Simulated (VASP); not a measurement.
# Zn2GaO2 (P4/mmm) in VASP: notebook

The runs below take Zn2GaO2 through single point, relaxation of cell and atoms, with PBE.

Program: VASP 6.6.1. These are calculated values, not measurements. Logs are shortened: lines on timing, memory, paths and dates and some standing lists are left out, and cuts for length are marked.

## (1) The cell of the first run

It takes space group P4/mmm (No. 123, tetragonal). Conventional cell: a = 3.900 Å, b = 3.900 Å, c = 5.215 Å, α = 90.00°, β = 90.00°, γ = 90.00°. Zn (site symmetry mmm) has 2 O at 1.95 Å within 2.6 Å. Within 3.4 Å of Ga (site symmetry 4/mmm) lie 6 O at 2.61 to 2.76 Å and 8 Zn at 3.26 Å. Within 3.6 Å of O (site symmetry 4/mmm) lie 4 Ga at 2.76 Å and 8 Zn at 3.26 Å. O (site symmetry 4/mmm) has 4 Zn at 1.95 Å within 2.6 Å.

## (2) Single point, PBE

INCAR reads:

```
SYSTEM = Zn2GaO2
PREC = Accurate
ENCUT = 520
EDIFF = 1E-6
ISMEAR = 0
SIGMA = 0.1
LREAL = .False.
LASPH = .True.
NELM = 80
ALGO = Normal
ISIF = 2
LWAVE = .False.
LCHARG = .False.
GGA = PE
NBANDS = 32
```

KPOINTS reads:

```
regular mesh
0
Gamma
  10 10 8
  0 0 0
```

POSCAR reads:

```
Zn2GaO2
1.0
    3.8997681377      0.0000000000      0.0000000000
    0.0000000000      3.8997681377      0.0000000000
    0.0000000000      0.0000000000      5.2150624725
Zn Ga O
2 1 2
Direct
    0.0000000000      0.5000000000      0.0000000000
    0.5000000000      0.0000000000      0.0000000000
    0.0000000000      0.0000000000      0.5000000000
    0.5000000000      0.5000000000      0.5000000000
    0.0000000000      0.0000000000      0.0000000000
```

Potentials or basis: VASP PAW PBE potentials, release 64 (Zn, Ga_d, O).

Command:

```bash
> cat potpaw_PBE.64/Zn/POTCAR potpaw_PBE.64/Ga_d/POTCAR potpaw_PBE.64/O/POTCAR > POTCAR
> mpirun -np 1 vasp_std > vasp.out
```

OUTCAR:

```text
SYSTEM = Zn2GaO2
   PREC = Accurate
   ENCUT = 520
   EDIFF = 1E-6
   ISMEAR = 0
   LREAL = .False.
   LASPH = .True.
   NELM = 80
   ISIF = 2
   GGA = PE

 ion  position               nearest neighbor table
   1  0.000  0.500  0.000-   5 1.95   5 1.95   2 2.76   2 2.76   2 2.76   2 2.76
   2  0.500  0.000  0.000-   5 1.95   5 1.95   1 2.76   1 2.76   1 2.76   1 2.76
   3  0.000  0.000  0.500-
   4  0.500  0.500  0.500-
   5  0.000  0.000  0.000-   1 1.95   2 1.95   1 1.95   2 1.95

  LATTYP: Found a simple tetragonal cell.
 ALAT       =     3.8997681377
 C/A-ratio  =     1.3372750093

  Lattice vectors:

 A1 = (   3.8997681377,   0.0000000000,   0.0000000000)
 A2 = (   0.0000000000,   3.8997681377,   0.0000000000)
 A3 = (   0.0000000000,   0.0000000000,   5.2150624725)

Analysis of symmetry for initial positions (statically):
=====================================================================
 Subroutine PRICEL returns:
 Original cell was already a primitive cell.

 Routine SETGRP: Setting up the symmetry group for a
 simple tetragonal supercell.

 Subroutine GETGRP returns: Found 16 space group operations
 (whereof 16 operations were pure point group operations)
 out of a pool of 16 trial point group operations.

The static configuration has the point symmetry D_4h.

Analysis of symmetry for dynamics (positions and initial velocities):
=====================================================================
 Subroutine PRICEL returns:
 Original cell was already a primitive cell.

 Routine SETGRP: Setting up the symmetry group for a
 simple tetragonal supercell.

 Subroutine GETGRP returns: Found 16 space group operations
 (whereof 16 operations were pure point group operations)
 out of a pool of 16 trial point group operations.

The dynamic configuration has the point symmetry D_4h.

 Subroutine INISYM returns: Found 16 space group operations
 (whereof 16 operations are pure point group operations),
 and found     1 'primitive' translations

----------------------------------------------------------------------------------------

                                     Primitive cell

  volume of cell :      79.3117

  direct lattice vectors                    reciprocal lattice vectors
     3.899768138  0.000000000  0.000000000     0.256425501  0.000000000  0.000000000
     0.000000000  3.899768138  0.000000000     0.000000000  0.256425501  0.000000000
     0.000000000  0.000000000  5.215062472     0.000000000  0.000000000  0.191752257

  length of vectors
     3.899768138  3.899768138  5.215062472     0.256425501  0.256425501  0.191752257

  position of ions in fractional coordinates (direct lattice)
     0.000000000  0.500000000  0.000000000
     0.500000000  0.000000000  0.000000000
     0.000000000  0.000000000  0.500000000
     0.500000000  0.500000000  0.500000000
     0.000000000  0.000000000  0.000000000

  ion indices of the primitive-cell ions
   primitive index   ion index
                 1           1
                 2           2
                 3           3
                 4           4
                 5           5

----------------------------------------------------------------------------------------

 KPOINTS: regular mesh

Automatic generation of k-mesh.
 Grid dimensions read from file:
 generate k-points for:   10   10    8

 Generating k-lattice:

  Cartesian coordinates                     Fractional coordinates (reciprocal lattice)
     0.025642550  0.000000000  0.000000000     0.100000000  0.000000000  0.000000000
     0.000000000  0.025642550  0.000000000     0.000000000  0.100000000  0.000000000
     0.000000000  0.000000000  0.023969032     0.000000000  0.000000000  0.125000000

  Length of vectors
     0.025642550  0.025642550  0.023969032

  Shift w.r.t. Gamma in fractional coordinates (k-lattice)
     0.000000000  0.000000000  0.000000000

 Subroutine IBZKPT returns following result:
 ===========================================

 Found    105 irreducible k-points:

 Following reciprocal coordinates:
            Coordinates               Weight
  0.000000  0.000000  0.000000      1.000000
  0.100000  0.000000  0.000000      4.000000
  0.200000  0.000000  0.000000      4.000000
  0.300000  0.000000  0.000000      4.000000
  0.400000  0.000000  0.000000      4.000000
  0.500000  0.000000  0.000000      2.000000
[... 16 lines left out ...]
  0.100000  0.000000  0.125000      8.000000
  0.200000  0.000000  0.125000      8.000000
 [... further k-points ...]
   k-points           NKPTS =    105   k-points in BZ     NKDIM =    105   number of bands    NBANDS=     32
   number of dos      NEDOS =    301   number of ions     NIONS =      5
   total plane-waves  NPLWV =  36000
   dimension x,y,z NGX =    30 NGY =   30 NGZ =   40
   dimension x,y,z NGXF=    60 NGYF=   60 NGZF=   80
   ions per type =               2   1   2
   NGX,Y,Z   is equivalent  to a cutoff of  12.79, 12.79, 12.75 a.u.
   NGXF,Y,Z  is equivalent  to a cutoff of  25.58, 25.58, 25.50 a.u.
 SYSTEM =  Zn2GaO2
   PREC   = accura    normal or accurate (medium, high low for compatibility)
   ISTART =      0    job   : 0-new  1-cont  2-samecut
   ICHARG =      2    charge: 1-file 2-atom 10-const
   ISPIN  =      1    spin polarized calculation?
   LNONCOLLINEAR =      F non collinear calculations
   LSORBIT =      F    spin-orbit coupling
   LASPH  =      T    aspherical Exc in radial PAW
   ENCUT  =  520.0 eV  38.22 Ry    6.18 a.u.   7.25  7.25  9.70*2*pi/ulx,y,z
   NELM   =     80;   NELMIN=  2; NELMDL= -5     # of ELM steps
   EDIFF  = 0.1E-05   stopping-criterion for ELM
   LREAL  =      F    real-space projection
   EDIFFG = 0.1E-04   stopping-criterion for IOM
   NSW    =      0    number of steps for IOM
   IBRION =     -1    ionic relax: 0-MD 1-quasi-New 2-CG
   NFREE  =      0    steps in history (QN), initial steepest desc. (CG)
   ISIF   =      2    stress and relaxation
   ISYM   =      2    0-nonsym 1-usesym 2-fastsym
   POTIM  = 0.5000    time-step for ionic-motion
   TEBEG  =    0.0;   TEEND  =   0.0 temperature during run
   PSTRESS=    0.0 pullay stress
   NELECT =      49.0000    total number of electrons
   NUPDOWN=      -1.0000    fix difference up-down
   EMIN   =  10.00;   EMAX   =-10.00  energy-range for DOS
   EFERMI =   0.00;   METHOD = LEGACY
   ISMEAR =     0;   SIGMA  =   0.10  broadening in eV -4-tet -1-fermi 0-gaus
   EFERMI_NEDOS =   21; number of points for ismear=-14 and -15
   IALGO  =     38    algorithm
   IMIX   =      4    mixing-type and parameters
     AMIX     =   0.40;   BMIX     =  1.00
     AMIX_MAG =   1.60;   BMIX_MAG =  1.00
  volume/ion in A,a.u.               =      15.86       107.04
  Fermi-wavevector in a.u.,A,eV,Ry     =   1.394316  2.634875 26.451313  1.944117
  Thomas-Fermi vector in A             =   2.517877
   LORBIT       =      0    0 simple, 1 ext, 2 COOP (PROOUT), +10 PAW based schemes
   GGA     = PE    functional components
   LHFCALC =     F    Hartree Fock is set to
   AEXX    =    0.0000 exact exchange contribution
   IVDW    =     0    specifies the selected vdW correction
   LEPSILON=     F    determine dielectric tensor
   LRPA    =     F    only Hartree local field effects (RPA)
 non-spin polarized calculation
 Gauss-broadening in eV      SIGMA  =   0.10
  energy-cutoff  :      520.00
  volume of cell :       79.31
 maximum number of plane-waves:      2166
 NGX is ok and might be reduce to    30
   NGX = 15   NGY = 15   NGZ = 19

 number of electron      48.9999931 magnetization

 Free energy of the ion-electron system (eV)
  ---------------------------------------------------
  ext. energy  EPLUGINS =         0.00000000
  ---------------------------------------------------
  free energy    TOTEN  =       -15.44280860 eV

  energy without entropy =      -15.43250380  energy(sigma->0) =      -15.43765620

 E-fermi :   2.3780     XC(G=0): -10.2094

 val. band max:        2.3733731080   @ k =   0.4000   0.0000   0.3750
 cond. band min:       2.4047099080   @ k =   0.4000   0.2000   0.0000
 fundamental gap:      0.0313368000
 Fermi energy:         2.3780299516

 k-point     1 :       0.0000    0.0000    0.0000
  band No.  band energies     occupation
      1     -18.5415      2.00000
      2     -13.6581      2.00000
      3     -12.0281      2.00000
      4     -12.0281      2.00000
      5     -11.9982      2.00000
      6     -11.9747      2.00000
[... 24 lines left out ...]
     31       9.6469      0.00000
     32       9.9860      0.00000

 k-point     2 :       0.1000    0.0000    0.0000
  band No.  band energies     occupation
      1     -18.5200      2.00000
      2     -13.6482      2.00000
      3     -12.0290      2.00000
      4     -12.0280      2.00000
      5     -12.0003      2.00000
      6     -11.9731      2.00000
[... 24 lines left out ...]
     31       9.2981      0.00000
     32       9.4382      0.00000

 k-point     3 :       0.2000    0.0000    0.0000
  band No.  band energies     occupation
      1     -18.4632      2.00000
      2     -13.6224      2.00000
      3     -12.0313      2.00000
      4     -12.0278      2.00000
      5     -12.0060      2.00000
      6     -11.9687      2.00000
[... 24 lines left out ...]
     31       8.4263      0.00000
     32       8.9408      0.00000

 k-point     4 :       0.3000    0.0000    0.0000
  band No.  band energies     occupation
      1     -18.3908      2.00000
      2     -13.5900      2.00000
      3     -12.0341      2.00000
      4     -12.0275      2.00000
      5     -12.0138      2.00000
      6     -11.9630      2.00000
[... 24 lines left out ...]
     31       8.3901      0.00000
     32       9.1044      0.00000

 k-point     5 :       0.4000    0.0000    0.0000
  band No.  band energies     occupation
      1     -18.3305      2.00000
      2     -13.5634      2.00000
      3     -12.0365      2.00000
      4     -12.0272      2.00000
      5     -12.0206      2.00000
      6     -11.9584      2.00000
[... 584 lines left out ...]
     31       8.4371      0.00000
     32       8.4371      0.00000

 k-point    22 :       0.0000    0.0000    0.1250
  band No.  band energies     occupation
      1     -18.5392      2.00000
      2     -13.6576      2.00000
      3     -12.0283      2.00000
      4     -12.0283      2.00000
      5     -12.0047      2.00000
      6     -11.9746      2.00000
[... 24 lines left out ...]
     31       9.3770      0.00000
     32       9.5260      0.00000

 k-point    23 :       0.1000    0.0000    0.1250
  band No.  band energies     occupation
      1     -18.5178      2.00000
      2     -13.6478      2.00000
      3     -12.0292      2.00000
      4     -12.0282      2.00000
      5     -12.0067      2.00000
      6     -11.9730      2.00000
[... 24 lines left out ...]
     31       9.2080      0.00000
     32       9.7034      0.00000

 k-point    24 :       0.2000    0.0000    0.1250
  band No.  band energies     occupation
      1     -18.4610      2.00000
      2     -13.6218      2.00000
      3     -12.0317      2.00000
      4     -12.0280      2.00000
      5     -12.0123      2.00000
      6     -11.9686      2.00000
[... 24 lines left out ...]
     31       8.7847      0.00000
     32       8.9095      0.00000

 [... further k-points ...]

------------------------ aborting loop because EDIFF is reached ----------------------------------------

  FORCE on cell =-STRESS in cart. coord.  units (eV):
  Direction    XX          YY          ZZ          XY          YZ          ZX
  --------------------------------------------------------------------------------------
  -------------------------------------------------------------------------------------
  Total        0.3110552      0.3110552     -0.0322598      0.0000000      0.0000000      0.0000000
  in kB        6.2836359      6.2836359     -0.6516819      0.0000000      0.0000000      0.0000000
  external PRESSURE =       3.9718633 kB  Pullay stress =       0.0000000 kB

 VOLUME and BASIS-vectors are now :
 -----------------------------------------------------------------------------
  energy-cutoff  :      520.00
  volume of cell :       79.31
      direct lattice vectors                 reciprocal lattice vectors
     3.899768138  0.000000000  0.000000000     0.256425501  0.000000000  0.000000000
     0.000000000  3.899768138  0.000000000     0.000000000  0.256425501  0.000000000
     0.000000000  0.000000000  5.215062472     0.000000000  0.000000000  0.191752257

 POSITION                                       TOTAL-FORCE (eV/Angst)
 -----------------------------------------------------------------------------------
      0.00000      1.94988      0.00000         0.000000      0.000000      0.000000
      1.94988      0.00000      0.00000         0.000000      0.000000      0.000000
      0.00000      0.00000      2.60753         0.000000      0.000000      0.000000
      1.94988      1.94988      2.60753         0.000000      0.000000      0.000000
      0.00000      0.00000      0.00000         0.000000      0.000000      0.000000
 -----------------------------------------------------------------------------------
    total drift:                                0.000000     -0.000000      0.000000

  FREE ENERGIE OF THE ION-ELECTRON SYSTEM (eV)
  ---------------------------------------------------
  free  energy   TOTEN  =       -15.4428085993 eV

  energy  without entropy=      -15.4325037987  energy(sigma->0) =      -15.43765620
```

Run time: 2.2 min. Hardware: 1 thread of Intel Xeon 6975P-C (Granite Rapids), shared host; peak memory 0.36 GiB.

Results:

```
Free energy : -15.4428 eV
Pressure    : 0.4 GPa
```

Stress tensor (GPa, compression positive):
```
 0.63  0.00  0.00
 0.00  0.63  0.00
 0.00  0.00 -0.07
```

Levels at points of the mesh, in eV from the Fermi level:
```csv
k point,band 23,band 24,band 25,band 26,band 27,band 28
"(0.00, 0.00, 0.00)",-1.81,-1.65,-1.65,2.41,3.13,5.29
"(0.50, 0.00, 0.00)",-1.32,0.11,0.39,0.50,3.02,3.14
"(0.50, 0.50, 0.00)",-2.45,-1.37,-1.13,2.98,2.98,3.27
"(0.00, 0.00, 0.50)",-1.64,-1.64,-0.25,2.77,3.96,4.58
"(0.50, 0.00, 0.50)",-1.27,-1.23,0.35,0.64,1.71,4.58
"(0.50, 0.50, 0.50)",-2.63,-1.60,0.63,2.78,2.88,2.88
```

Caveat: an odd number of electrons without spin polarisation forces a metal; a magnetic or distorted state may lie lower.

[end of part 1 of 2]
